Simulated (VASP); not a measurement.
# Pt (Fm-3m) in VASP: notebook

Runs on Pt. Level: PBE. Tasks: single point, relaxation of cell and atoms.

Everything below comes from runs of VASP 6.6.1. Logs are shortened: lines on timing, memory, paths and dates and some standing lists are left out, and cuts for length are marked.

## Step 1: The cell of the first run

The structure is cubic, space group Fm-3m (No. 225). Conventional cell: a = 3.945 Å, b = 3.945 Å, c = 3.945 Å, α = 90.00°, β = 90.00°, γ = 90.00°. Pt (site symmetry m-3m) has 12 Pt at 2.79 Å within 3.7 Å.

## Step 2: Single point, PBE

File INCAR:

```
SYSTEM = Pt
PREC = Accurate
ENCUT = 520
EDIFF = 1E-6
ISMEAR = 0
SIGMA = 0.1
LREAL = .FALSE.
LASPH = .TRUE.
NELM = 60
ALGO = Fast
ISIF = 2
LWAVE = .FALSE.
LCHARG = .TRUE.
GGA = PE
LELF = .TRUE.
LVHAR = .TRUE.
NBANDS = 11
```

File KPOINTS:

```
regular mesh
0
G
  18 18 18
  0 0 0
```

File POSCAR:

```
Pt
1.0
    0.0000000000      1.9724208873      1.9724208873
    1.9724208873      0.0000000000      1.9724208873
    1.9724208873      1.9724208873      0.0000000000
Pt
1
Direct
    0.0000000000      0.0000000000      0.0000000000
```

Potentials or basis: VASP PAW PBE potentials, release 64 (Pt).

Command:

```
$ cat potpaw_PBE.64/Pt/POTCAR > POTCAR
$ mpirun -np 1 vasp_std > vasp.out
```

OUTCAR:

```text
SYSTEM = Pt
   PREC = Accurate
   ENCUT = 520
   EDIFF = 1E-6
   ISMEAR = 0
   LREAL = .FALSE.
   LASPH = .TRUE.
   NELM = 60
   ISIF = 2
   GGA = PE

 ion  position               nearest neighbor table
   1  0.000  0.000  0.000-

  LATTYP: Found a face centered cubic cell.
 ALAT       =     3.9448417746

  Lattice vectors:

 A1 = (   0.0000000000,   1.9724208873,   1.9724208873)
 A2 = (   1.9724208873,   0.0000000000,   1.9724208873)
 A3 = (   1.9724208873,   1.9724208873,   0.0000000000)

Analysis of symmetry for initial positions (statically):
[... 33 lines left out ...]
                                     Primitive cell

  volume of cell :      15.3472

  direct lattice vectors                    reciprocal lattice vectors
     0.000000000  1.972420887  1.972420887    -0.253495592  0.253495592  0.253495592
     1.972420887  0.000000000  1.972420887     0.253495592 -0.253495592  0.253495592
     1.972420887  1.972420887  0.000000000     0.253495592  0.253495592 -0.253495592

  length of vectors
     2.789424370  2.789424370  2.789424370     0.439067244  0.439067244  0.439067244

  position of ions in fractional coordinates (direct lattice)
     0.000000000  0.000000000  0.000000000

  ion indices of the primitive-cell ions
   primitive index   ion index
                 1           1

----------------------------------------------------------------------------------------

 KPOINTS: regular mesh

Automatic generation of k-mesh.
 Grid dimensions read from file:
 generate k-points for:   18   18   18

 Generating k-lattice:

  Cartesian coordinates                     Fractional coordinates (reciprocal lattice)
    -0.014083088  0.014083088  0.014083088     0.055555556  0.000000000  0.000000000
     0.014083088 -0.014083088  0.014083088     0.000000000  0.055555556  0.000000000
     0.014083088  0.014083088 -0.014083088     0.000000000  0.000000000  0.055555556

  Length of vectors
     0.024392625  0.024392625  0.024392625

  Shift w.r.t. Gamma in fractional coordinates (k-lattice)
     0.000000000  0.000000000  0.000000000

 Subroutine IBZKPT returns following result:
 ===========================================

 Found    195 irreducible k-points:

 Following reciprocal coordinates:
            Coordinates               Weight
  0.000000  0.000000  0.000000      1.000000
  0.055556  0.000000  0.000000      8.000000
  0.111111  0.000000  0.000000      8.000000
  0.166667  0.000000  0.000000      8.000000
  0.222222  0.000000  0.000000      8.000000
  0.277778  0.000000  0.000000      8.000000
[... 16 lines left out ...]
 -0.277778  0.055556  0.000000     24.000000
 -0.222222  0.055556  0.000000     24.000000
 [... further k-points ...]
   k-points           NKPTS =    195   k-points in BZ     NKDIM =    195   number of bands    NBANDS=     11
   number of dos      NEDOS =    301   number of ions     NIONS =      1
   total plane-waves  NPLWV =  13824
   dimension x,y,z NGX =    24 NGY =   24 NGZ =   24
   dimension x,y,z NGXF=    48 NGYF=   48 NGZF=   48
   ions per type =               1
   NGX,Y,Z   is equivalent  to a cutoff of  14.30, 14.30, 14.30 a.u.
   NGXF,Y,Z  is equivalent  to a cutoff of  28.61, 28.61, 28.61 a.u.
 SYSTEM =  Pt
   PREC   = accura    normal or accurate (medium, high low for compatibility)
   ISTART =      0    job   : 0-new  1-cont  2-samecut
   ICHARG =      2    charge: 1-file 2-atom 10-const
   ISPIN  =      1    spin polarized calculation?
   LNONCOLLINEAR =      F non collinear calculations
   LSORBIT =      F    spin-orbit coupling
   LASPH  =      T    aspherical Exc in radial PAW
   ENCUT  =  520.0 eV  38.22 Ry    6.18 a.u.   5.19  5.19  5.19*2*pi/ulx,y,z
   NELM   =     60;   NELMIN=  2; NELMDL= -5     # of ELM steps
   EDIFF  = 0.1E-05   stopping-criterion for ELM
   LREAL  =      F    real-space projection
   EDIFFG = 0.1E-04   stopping-criterion for IOM
   NSW    =      0    number of steps for IOM
   IBRION =     -1    ionic relax: 0-MD 1-quasi-New 2-CG
   NFREE  =      0    steps in history (QN), initial steepest desc. (CG)
   ISIF   =      2    stress and relaxation
   ISYM   =      2    0-nonsym 1-usesym 2-fastsym
   POTIM  = 0.5000    time-step for ionic-motion
   TEBEG  =    0.0;   TEEND  =   0.0 temperature during run
   PSTRESS=    0.0 pullay stress
   NELECT =      10.0000    total number of electrons
   NUPDOWN=      -1.0000    fix difference up-down
   EMIN   =  10.00;   EMAX   =-10.00  energy-range for DOS
   EFERMI =   0.00;   METHOD = LEGACY
   ISMEAR =     0;   SIGMA  =   0.10  broadening in eV -4-tet -1-fermi 0-gaus
   EFERMI_NEDOS =   21; number of points for ismear=-14 and -15
   IALGO  =     68    algorithm
   IMIX   =      4    mixing-type and parameters
     AMIX     =   0.40;   BMIX     =  1.00
     AMIX_MAG =   1.60;   BMIX_MAG =  1.00
  volume/ion in A,a.u.               =      15.35       103.57
  Fermi-wavevector in a.u.,A,eV,Ry     =   1.419271  2.682033 27.406615  2.014329
  Thomas-Fermi vector in A             =   2.540309
   LORBIT       =      0    0 simple, 1 ext, 2 COOP (PROOUT), +10 PAW based schemes
   GGA     = PE    functional components
   LHFCALC =     F    Hartree Fock is set to
   AEXX    =    0.0000 exact exchange contribution
   IVDW    =     0    specifies the selected vdW correction
   LEPSILON=     F    determine dielectric tensor
   LRPA    =     F    only Hartree local field effects (RPA)
 non-spin polarized calculation
 RMM-DIIS sequential band-by-band and
 Gauss-broadening in eV      SIGMA  =   0.10
  energy-cutoff  :      520.00
  volume of cell :       15.35
 maximum number of plane-waves:       432
 NGX is ok and might be reduce to    24
   NGX = 11   NGY = 11   NGZ = 11

 number of electron      10.0000001 magnetization

 Free energy of the ion-electron system (eV)
  ---------------------------------------------------
  ext. energy  EPLUGINS =         0.00000000
  ---------------------------------------------------
  free energy    TOTEN  =        -6.09618956 eV

  energy without entropy =       -6.08523310  energy(sigma->0) =       -6.09071133

 E-fermi :  10.9326     XC(G=0): -13.3859

 val. band max:       10.9303736029   @ k =   0.5000   0.5000   0.0000
 cond. band min:      10.9331378636   @ k =  -0.3333   0.3889   0.1111
 fundamental gap:      0.0027642607
 Fermi energy:        10.9326092110

 k-point     1 :       0.0000    0.0000    0.0000
  band No.  band energies     occupation
      1       0.9107      2.00000
      2       7.2485      2.00000
      3       7.2485      2.00000
      4       7.2485      2.00000
      5       9.3418      2.00000
      6       9.3418      2.00000
      7      25.6195      0.00000
      8      30.4866      0.00000
      9      30.4866      0.00000
     10      30.4866      0.00000
     11      35.7674      0.00000

 k-point     2 :       0.0556    0.0000    0.0000
  band No.  band energies     occupation
      1       1.0331      2.00000
      2       7.1942      2.00000
      3       7.2971      2.00000
      4       7.2971      2.00000
      5       9.3146      2.00000
      6       9.3146      2.00000
      7      25.8084      0.00000
      8      29.8193      0.00000
      9      30.6726      0.00000
     10      30.6726      0.00000
     11      36.4956      0.00000

 k-point     3 :       0.1111    0.0000    0.0000
  band No.  band energies     occupation
      1       1.3895      2.00000
      2       7.0547      2.00000
      3       7.4243      2.00000
      4       7.4243      2.00000
      5       9.2566      2.00000
      6       9.2566      2.00000
      7      26.3211      0.00000
      8      28.4181      0.00000
      9      31.2129      0.00000
     10      31.2129      0.00000
     11      37.2273      0.00000

 k-point     4 :       0.1667    0.0000    0.0000
  band No.  band energies     occupation
      1       1.9417      2.00000
      2       6.8988      2.00000
      3       7.5674      2.00000
      4       7.5674      2.00000
      5       9.2420      2.00000
      6       9.2420      2.00000
      7      26.7608      0.00000
      8      27.0158      0.00000
      9      32.0497      0.00000
     10      32.0497      0.00000
     11      35.6450      0.00000

 k-point     5 :       0.2222    0.0000    0.0000
  band No.  band energies     occupation
      1       2.6046      2.00000
      2       6.8444      2.00000
      3       7.6293      2.00000
      4       7.6293      2.00000
      5       9.3765      2.00000
      6       9.3765      2.00000
      7      25.0647      0.00000
      8      27.3503      0.00000
      9      33.0288      0.00000
     10      33.0288      0.00000
     11      34.4152      0.00000
[... 211 lines left out ...]
 k-point    21 :      -0.3889    0.0556    0.0000
  band No.  band energies     occupation
      1       3.8755      2.00000
      2       7.2173      2.00000
      3       7.3367      2.00000
      4       8.8564      2.00000
      5      10.4778      2.00000
      6      11.2401      0.00001
      7      18.4876      0.00000
      8      25.7110      0.00000
      9      29.6791      0.00000
     10      30.9558      0.00000
     11      37.2172      0.00000

 k-point    22 :      -0.3333    0.0556    0.0000
  band No.  band energies     occupation
      1       3.7831      2.00000
      2       7.3446      2.00000
      3       7.4544      2.00000
      4       7.8738      2.00000
      5      10.0154      2.00000
      6      10.7384      1.99398
      7      20.4780      0.00000
      8      26.2528      0.00000
      9      30.4014      0.00000
     10      32.3594      0.00000
     11      35.5700      0.00000

 k-point    23 :      -0.2778    0.0556    0.0000
  band No.  band energies     occupation
      1       3.4847      2.00000
      2       7.0881      2.00000
      3       7.5246      2.00000
      4       7.5958      2.00000
      5       9.5359      2.00000
      6      10.2465      2.00000
      7      22.5602      0.00000
      8      26.9419      0.00000
      9      31.2983      0.00000
     10      34.0014      0.00000
     11      34.1287      0.00000

 k-point    24 :      -0.2222    0.0556    0.0000
  band No.  band energies     occupation
      1       2.9280      2.00000
      2       6.7719      2.00000
      3       7.6307      2.00000
      4       7.6963      2.00000
      5       9.1569      2.00000
      6       9.8174      2.00000
      7      24.5240      0.00000
      8      27.4406      0.00000
      9      31.8177      0.00000
     10      33.2752      0.00000
     11      34.5036      0.00000

 [... further k-points ...]
[... 5 lines left out ...]
  --------------------------------------------------------------------------------------
  -------------------------------------------------------------------------------------
  Total        0.4274448      0.4274448      0.4274448      0.0000000      0.0000000      0.0000000
  in kB       44.6233174     44.6233174     44.6233174      0.0000000      0.0000000      0.0000000
  external PRESSURE =      44.6233174 kB  Pullay stress =       0.0000000 kB

 VOLUME and BASIS-vectors are now :
 -----------------------------------------------------------------------------
  energy-cutoff  :      520.00
  volume of cell :       15.35
      direct lattice vectors                 reciprocal lattice vectors
     0.000000000  1.972420887  1.972420887    -0.253495592  0.253495592  0.253495592
     1.972420887  0.000000000  1.972420887     0.253495592 -0.253495592  0.253495592
     1.972420887  1.972420887  0.000000000     0.253495592  0.253495592 -0.253495592

 POSITION                                       TOTAL-FORCE (eV/Angst)
 -----------------------------------------------------------------------------------
      0.00000      0.00000      0.00000         0.000000     -0.000000      0.000000
 -----------------------------------------------------------------------------------
    total drift:                               -0.000000     -0.000000     -0.000000

  FREE ENERGIE OF THE ION-ELECTRON SYSTEM (eV)
  ---------------------------------------------------
  free  energy   TOTEN  =        -6.0961895646 eV

  energy  without entropy=       -6.0852331019  energy(sigma->0) =       -6.09071133
```

Run time: 21 s. Hardware: 1 thread of AMD EPYC 9R45 (Zen 5), shared host; peak memory 0.13 GiB.

What came out:

| Item | Value |
| --- | --- |
| Free energy | -6.0962 eV |
| Pressure | 4.5 GPa |
| Band gap on the k mesh | zero (band 5 reaches 11.41 eV, above the bottom of band 6 at 9.24 eV) |

Caveat: spin-orbit coupling is left out, which moves the levels of the heavy elements.

## Step 3: Single point, PBE

This run uses another cell than the first one, of 15.64 Å³/atom, 1.019 times its volume.

File INCAR:

```
SYSTEM = Pt
PREC = Accurate ; ENCUT = 520
EDIFF = 1E-6 ; ISMEAR = 0
SIGMA = 0.1 ; LREAL = .False.
LASPH = .True. ; NELM = 100
ALGO = Fast ; ISIF = 2
LWAVE = .False. ; LCHARG = .False.
GGA = PE ; NBANDS = 11
```

File KPOINTS:

```
Automatic mesh
0
Gamma
  18 18 18
  0 0 0
```

File POSCAR:

```
Pt
1.0
    0.0000000000      1.9850550539      1.9850550539
    1.9850550539      0.0000000000      1.9850550539
    1.9850550539      1.9850550539      0.0000000000
Pt
1
Direct
    0.0000000000      0.0000000000      0.0000000000
```

Potentials or basis: VASP PAW PBE potentials, release 64 (Pt).

Command:

```
$ cat potpaw_PBE.64/Pt/POTCAR > POTCAR
$ mpirun -np 1 vasp_std > vasp.out
```

OUTCAR:

```text
SYSTEM = Pt
   PREC = Accurate
   ENCUT = 520
   EDIFF = 1E-6
   ISMEAR = 0
   LREAL = .False.
   LASPH = .True.
   NELM = 100
   ISIF = 2
   GGA = PE

 ion  position               nearest neighbor table
   1  0.000  0.000  0.000-

  LATTYP: Found a face centered cubic cell.
 ALAT       =     3.9701101078

  Lattice vectors:

 A1 = (   0.0000000000,   1.9850550539,   1.9850550539)
 A2 = (   1.9850550539,   0.0000000000,   1.9850550539)
 A3 = (   1.9850550539,   1.9850550539,   0.0000000000)

Analysis of symmetry for initial positions (statically):
[... 33 lines left out ...]
                                     Primitive cell

  volume of cell :      15.6440

  direct lattice vectors                    reciprocal lattice vectors
     0.000000000  1.985055054  1.985055054    -0.251882183  0.251882183  0.251882183
     1.985055054  0.000000000  1.985055054     0.251882183 -0.251882183  0.251882183
     1.985055054  1.985055054  0.000000000     0.251882183  0.251882183 -0.251882183

  length of vectors
     2.807291779  2.807291779  2.807291779     0.436272738  0.436272738  0.436272738

  position of ions in fractional coordinates (direct lattice)
     0.000000000  0.000000000  0.000000000

  ion indices of the primitive-cell ions
[... 125 lines left out ...]

 val. band max:       10.5731761504   @ k =  -0.3333   0.3889   0.1111
 cond. band min:      10.5841004492   @ k =   0.4444   0.1111   0.0000
 fundamental gap:      0.0109242988
 Fermi energy:        10.5735111900

 k-point     1 :       0.0000    0.0000    0.0000
  band No.  band energies     occupation
      1       0.7636      2.00000
      2       7.0037      2.00000
      3       7.0037      2.00000
      4       7.0037      2.00000
      5       9.0315      2.00000
      6       9.0315      2.00000
      7      25.3094      0.00000
      8      30.0687      0.00000
      9      30.0687      0.00000
     10      30.0687      0.00000
     11      35.2808      0.00000
[... 309 lines left out ...]
 k-point    24 :      -0.2222    0.0556    0.0000
  band No.  band energies     occupation
      1       2.7505      2.00000
      2       6.5430      2.00000
      3       7.3761      2.00000
      4       7.4395      2.00000
      5       8.8562      2.00000
      6       9.4945      2.00000
      7      24.0523      0.00000
      8      27.0416      0.00000
      9      31.2552      0.00000
     10      32.7696      0.00000
     11      33.9728      0.00000

 [... further k-points ...]
[... 5 lines left out ...]
  --------------------------------------------------------------------------------------
  -------------------------------------------------------------------------------------
  Total       -0.0500707     -0.0500707     -0.0500707      0.0000000     -0.0000000      0.0000000
  in kB       -5.1279852     -5.1279852     -5.1279852      0.0000000     -0.0000000      0.0000000
  external PRESSURE =      -5.1279852 kB  Pullay stress =       0.0000000 kB

 VOLUME and BASIS-vectors are now :
 -----------------------------------------------------------------------------
  energy-cutoff  :      520.00
  volume of cell :       15.64
      direct lattice vectors                 reciprocal lattice vectors
     0.000000000  1.985055054  1.985055054    -0.251882183  0.251882183  0.251882183
     1.985055054  0.000000000  1.985055054     0.251882183 -0.251882183  0.251882183
     1.985055054  1.985055054  0.000000000     0.251882183  0.251882183 -0.251882183

 POSITION                                       TOTAL-FORCE (eV/Angst)
 -----------------------------------------------------------------------------------
      0.00000      0.00000      0.00000         0.000000      0.000000      0.000000
 -----------------------------------------------------------------------------------
    total drift:                               -0.000000      0.000000     -0.000000

  FREE ENERGIE OF THE ION-ELECTRON SYSTEM (eV)
  ---------------------------------------------------
  free  energy   TOTEN  =        -6.1000467393 eV

  energy  without entropy=       -6.0887718859  energy(sigma->0) =       -6.09440931
```

It took 21 s on 1 thread of AMD EPYC 9R45 (Zen 5), shared host; peak memory 0.13 GiB.

Results:

- Free energy: -6.1000 eV
- Pressure: -0.5 GPa
- Band gap on the k mesh: zero (band 5 reaches 11.03 eV, above the bottom of band 6 at 8.94 eV)

Levels at points of the mesh, in eV from the Fermi level:
| k point | band 1 | band 2 | band 3 | band 4 | band 5 | band 6 | band 7 | band 8 | band 9 | band 10 |
| --- | --- | --- | --- | --- | --- | --- | --- | --- | --- | --- |
| (0.00, 0.00, 0.00) | -9.81 | -3.57 | -3.57 | -3.57 | -1.54 | -1.54 | 14.74 | 19.50 | 19.50 | 19.50 |
| (0.50, 0.00, 0.00) | -6.95 | -3.63 | -3.63 | -0.32 | 0.03 | 0.03 | 5.56 | 14.29 | 18.73 | 18.73 |
| (0.50, 0.50, 0.00) | -6.68 | -6.25 | -0.01 | 0.45 | 0.45 | 1.85 | 8.49 | 11.28 | 11.28 | 19.70 |

Caveat: spin-orbit coupling is left out, which moves the levels of the heavy elements.

(Continued in part 2 of 2.)
